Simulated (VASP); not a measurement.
# Ag (I4/mmm) in VASP: a series of runs, part 2 of 2

VASP 6.6.1.

### Step 4. Single point, PBE (strain -0.025 along x and y, +0.050 along z)

Contents of INCAR:

```
PREC     = Accurate       # precision mode
ENCUT    = 520            # plane-wave cutoff, eV
EDIFF    = 1E-6           # SCF threshold, eV
ISMEAR   = 0              # smearing method
SIGMA    = 0.15           # smearing width, eV
LREAL    = F              # projectors in reciprocal space
LASPH    = T              # aspherical terms in the spheres
NELM     = 80             # most SCF steps
ALGO     = Normal         # electronic algorithm
ISIF     = 2              # what is computed and relaxed
LWAVE    = F              # write WAVECAR
LCHARG   = F              # write CHGCAR
GGA      = PE             # functional
NBANDS   = 12             # bands
```

Contents of KPOINTS:

```
regular mesh
0
Gamma
  20 20 20
```

Contents of POSCAR:

```
Ag
1.0
    0.0000000000      1.9920225000      2.1452550000
    1.9920225000      0.0000000000      2.1452550000
    1.9920225000      1.9920225000      0.0000000000
Ag
1
Direct
    0.0000000000      0.0000000000      0.0000000000
```

Potentials or basis: VASP PAW PBE potentials, release 64 (Ag).

The run is started by

```bash
cat potpaw_PBE.64/Ag/POTCAR > POTCAR
mpirun -np 1 vasp_std > vasp.out
```

OUTCAR:

```text
PREC = Accurate
   ENCUT = 520
   EDIFF = 1E-6
   ISMEAR = 0
   LREAL = F
   LASPH = T
   NELM = 80
   ISIF = 2
   GGA = PE

 ion  position               nearest neighbor table
   1  0.000  0.000  0.000-

  LATTYP: Found a body centered tetragonal cell.
 ALAT       =     2.8171452361
 C/A-ratio  =     1.5229992210

  Lattice vectors:

 A1 = (  -1.9920225000,   0.0000000000,   2.1452550000)
 A2 = (   1.9920225000,   0.0000000000,   2.1452550000)
 A3 = (   0.0000000000,   1.9920225000,  -2.1452550000)

Analysis of symmetry for initial positions (statically):
=====================================================================
 Subroutine PRICEL returns:
 Original cell was already a primitive cell.

 Routine SETGRP: Setting up the symmetry group for a
 body centered tetragonal supercell.

 Subroutine GETGRP returns: Found 16 space group operations
 (whereof 16 operations were pure point group operations)
 out of a pool of 16 trial point group operations.

The static configuration has the point symmetry D_4h.

Analysis of symmetry for dynamics (positions and initial velocities):
=====================================================================
 Subroutine PRICEL returns:
 Original cell was already a primitive cell.

 Routine SETGRP: Setting up the symmetry group for a
 body centered tetragonal supercell.

 Subroutine GETGRP returns: Found 16 space group operations
 (whereof 16 operations were pure point group operations)
 out of a pool of 16 trial point group operations.

The dynamic configuration has the point symmetry D_4h.

 Subroutine INISYM returns: Found 16 space group operations
 (whereof 16 operations are pure point group operations),
 and found     1 'primitive' translations

----------------------------------------------------------------------------------------

                                     Primitive cell

  volume of cell :      17.0254

  direct lattice vectors                    reciprocal lattice vectors
     0.000000000  1.992022500  2.145255000    -0.251001181  0.251001181  0.233072525
     1.992022500  0.000000000  2.145255000     0.251001181 -0.251001181  0.233072525
     1.992022500  1.992022500  0.000000000     0.251001181  0.251001181 -0.233072525

  length of vectors
     2.927502802  2.927502802  2.817145236     0.424648075  0.424648075  0.424648075

  position of ions in fractional coordinates (direct lattice)
     0.000000000  0.000000000  0.000000000

  ion indices of the primitive-cell ions
   primitive index   ion index
                 1           1

----------------------------------------------------------------------------------------

 KPOINTS: regular mesh

Automatic generation of k-mesh.
 Grid dimensions read from file:
 generate k-points for:   20   20   20

 Generating k-lattice:

  Cartesian coordinates                     Fractional coordinates (reciprocal lattice)
    -0.012550059  0.012550059  0.011653626     0.050000000  0.000000000  0.000000000
     0.012550059 -0.012550059  0.011653626     0.000000000  0.050000000  0.000000000
     0.012550059  0.012550059 -0.011653626    -0.000000000 -0.000000000  0.050000000

  Length of vectors
     0.021232404  0.021232404  0.021232404

  Shift w.r.t. Gamma in fractional coordinates (k-lattice)
     0.000000000  0.000000000  0.000000000

 Subroutine IBZKPT returns following result:
 ===========================================

 Found    641 irreducible k-points:

 Following reciprocal coordinates:
            Coordinates               Weight
  0.000000  0.000000  0.000000      1.000000
  0.050000 -0.000000  0.000000      8.000000
  0.100000 -0.000000  0.000000      8.000000
  0.150000  0.000000  0.000000      8.000000
  0.200000 -0.000000  0.000000      8.000000
  0.250000  0.000000  0.000000      8.000000
[... 16 lines left out ...]
 -0.400000  0.050000  0.000000      8.000000
 -0.350000  0.050000  0.000000      8.000000
 [... further k-points ...]
   k-points           NKPTS =    641   k-points in BZ     NKDIM =    641   number of bands    NBANDS=     12
   number of dos      NEDOS =    301   number of ions     NIONS =      1
   total plane-waves  NPLWV =  13824
   dimension x,y,z NGX =    24 NGY =   24 NGZ =   24
   dimension x,y,z NGXF=    48 NGYF=   48 NGZF=   48
   ions per type =               1
   NGX,Y,Z   is equivalent  to a cutoff of  13.63, 13.63, 14.16 a.u.
   NGXF,Y,Z  is equivalent  to a cutoff of  27.26, 27.26, 28.33 a.u.
 SYSTEM =  unknown system
   PREC   = accura    normal or accurate (medium, high low for compatibility)
   ISTART =      0    job   : 0-new  1-cont  2-samecut
   ICHARG =      2    charge: 1-file 2-atom 10-const
   ISPIN  =      1    spin polarized calculation?
   LNONCOLLINEAR =      F non collinear calculations
   LSORBIT =      F    spin-orbit coupling
   LASPH  =      T    aspherical Exc in radial PAW
   ENCUT  =  520.0 eV  38.22 Ry    6.18 a.u.   5.44  5.44  5.24*2*pi/ulx,y,z
   NELM   =     80;   NELMIN=  2; NELMDL= -5     # of ELM steps
   EDIFF  = 0.1E-05   stopping-criterion for ELM
   LREAL  =      F    real-space projection
   EDIFFG = 0.1E-04   stopping-criterion for IOM
   NSW    =      0    number of steps for IOM
   IBRION =     -1    ionic relax: 0-MD 1-quasi-New 2-CG
   NFREE  =      0    steps in history (QN), initial steepest desc. (CG)
   ISIF   =      2    stress and relaxation
   ISYM   =      2    0-nonsym 1-usesym 2-fastsym
   POTIM  = 0.5000    time-step for ionic-motion
   TEBEG  =    0.0;   TEEND  =   0.0 temperature during run
   PSTRESS=    0.0 pullay stress
   NELECT =      11.0000    total number of electrons
   NUPDOWN=      -1.0000    fix difference up-down
   EMIN   =  10.00;   EMAX   =-10.00  energy-range for DOS
   EFERMI =   0.00;   METHOD = LEGACY
   ISMEAR =     0;   SIGMA  =   0.15  broadening in eV -4-tet -1-fermi 0-gaus
   EFERMI_NEDOS =   21; number of points for ismear=-14 and -15
   IALGO  =     38    algorithm
   IMIX   =      4    mixing-type and parameters
     AMIX     =   0.40;   BMIX     =  1.00
     AMIX_MAG =   1.60;   BMIX_MAG =  1.00
  volume/ion in A,a.u.               =      17.03       114.89
  Fermi-wavevector in a.u.,A,eV,Ry     =   1.415272  2.674476 27.252401  2.002995
  Thomas-Fermi vector in A             =   2.536728
   LORBIT       =      0    0 simple, 1 ext, 2 COOP (PROOUT), +10 PAW based schemes
   GGA     = PE    functional components
   LHFCALC =     F    Hartree Fock is set to
   AEXX    =    0.0000 exact exchange contribution
   IVDW    =     0    specifies the selected vdW correction
   LEPSILON=     F    determine dielectric tensor
   LRPA    =     F    only Hartree local field effects (RPA)
 non-spin polarized calculation
 Gauss-broadening in eV      SIGMA  =   0.15
  energy-cutoff  :      520.00
  volume of cell :       17.03
 maximum number of plane-waves:       473
 NGX is ok and might be reduce to    24
   NGX = 11   NGY = 11   NGZ = 11

 number of electron      11.0000000 magnetization

 Free energy of the ion-electron system (eV)
  ---------------------------------------------------
  ext. energy  EPLUGINS =         0.00000000
  ---------------------------------------------------
  free energy    TOTEN  =        -2.70050641 eV

  energy without entropy =       -2.69822217  energy(sigma->0) =       -2.69936429

 E-fermi :   8.4875     XC(G=0): -12.2179

 val. band max:        8.4705746226   @ k =   0.5000   0.4000   0.1000
 cond. band min:       8.5208726173   @ k =  -0.3500   0.1500   0.1000
 fundamental gap:      0.0502979946
 Fermi energy:         8.4875338187

 k-point     1 :       0.0000    0.0000    0.0000
  band No.  band energies     occupation
      1       0.6735      2.00000
      2       3.3226      2.00000
      3       3.8138      2.00000
      4       3.8138      2.00000
      5       4.4047      2.00000
      6       4.9113      2.00000
      7      24.5607      0.00000
      8      27.4183      0.00000
      9      28.4008      0.00000
     10      28.4008      0.00000
     11      32.8478      0.00000
     12      33.7839      0.00000
[... 331 lines left out ...]
 k-point    24 :      -0.3500    0.0500    0.0000
  band No.  band energies     occupation
      1       2.1882      2.00000
      2       3.4822      2.00000
      3       3.9433      2.00000
      4       5.0137      2.00000
      5       5.0896      2.00000
      6       6.2382      2.00000
      7      15.1920      0.00000
      8      23.3401      0.00000
      9      26.2336      0.00000
     10      28.4558      0.00000
     11      30.8801      0.00000
     12      32.0079      0.00000

 [... further k-points ...]

------------------------ aborting loop because EDIFF is reached ----------------------------------------

  FORCE on cell =-STRESS in cart. coord.  units (eV):
  Direction    XX          YY          ZZ          XY          YZ          ZX
  --------------------------------------------------------------------------------------
  -------------------------------------------------------------------------------------
  Total        0.6611323      0.6611323      0.2502289      0.0000000     -0.0000000      0.0000000
  in kB       62.2159250     62.2159250     23.5478164      0.0000000     -0.0000000      0.0000000
  external PRESSURE =      49.3265555 kB  Pullay stress =       0.0000000 kB

 VOLUME and BASIS-vectors are now :
 -----------------------------------------------------------------------------
  energy-cutoff  :      520.00
  volume of cell :       17.03
      direct lattice vectors                 reciprocal lattice vectors
     0.000000000  1.992022500  2.145255000    -0.251001181  0.251001181  0.233072525
     1.992022500  0.000000000  2.145255000     0.251001181 -0.251001181  0.233072525
     1.992022500  1.992022500  0.000000000     0.251001181  0.251001181 -0.233072525

 POSITION                                       TOTAL-FORCE (eV/Angst)
 -----------------------------------------------------------------------------------
      0.00000      0.00000      0.00000        -0.000000      0.000000     -0.000000
 -----------------------------------------------------------------------------------
    total drift:                               -0.000000      0.000000     -0.000000

  FREE ENERGIE OF THE ION-ELECTRON SYSTEM (eV)
  ---------------------------------------------------
  free  energy   TOTEN  =        -2.7005064069 eV

  energy  without entropy=       -2.6982221708  energy(sigma->0) =       -2.69936429
```

Wall time 31 s (1 thread of Intel Xeon 6975P-C (Granite Rapids), shared host); peak memory 0.24 GiB.

What came out:

```
Free energy            : -2.7005 eV
Pressure               : 4.9 GPa
Band gap on the k mesh : zero (an odd number of electrons rules out a gap without spin polarisation)
```

Stress tensor (GPa, compression positive):
```
6.22 0.00 0.00
0.00 6.22 0.00
0.00 0.00 2.35
```

Caveat: the cell differs from its parent crystal (strain -0.025 along x and y, +0.050 along z); the cell stands under pressure.

### Step 5. Overview

| cell | gap on the mesh (eV) | pressure (GPa) |
| --- | --- | --- |
| a = 2.853, b = 2.853, c = 2.889 Å, angles 59.6, 59.6, 60.8°, 1 atom | none | 7.7 |
| a = 2.890, b = 2.890, c = 2.817 Å, angles 60.8, 60.8, 58.3°, 1 atom | none | 7.8 |
| a = 2.928, b = 2.928, c = 2.817 Å, angles 61.2, 61.2, 57.5°, 1 atom | none | 4.9 |

Alike in all rows: task single point; level PBE; potentials or basis VASP PAW PBE potentials, release 64 (Ag); no spin polarisation; k mesh 20 × 20 × 20; cutoff (eV) 520; smearing gaussian 0.15 eV.

Caveats: the cell stands under pressure.

Total energies depend on the potentials used, so only differences within one code and one set of settings carry meaning.

The gap in the log of VASP goes by the Fermi energy; the results here count the filled bands.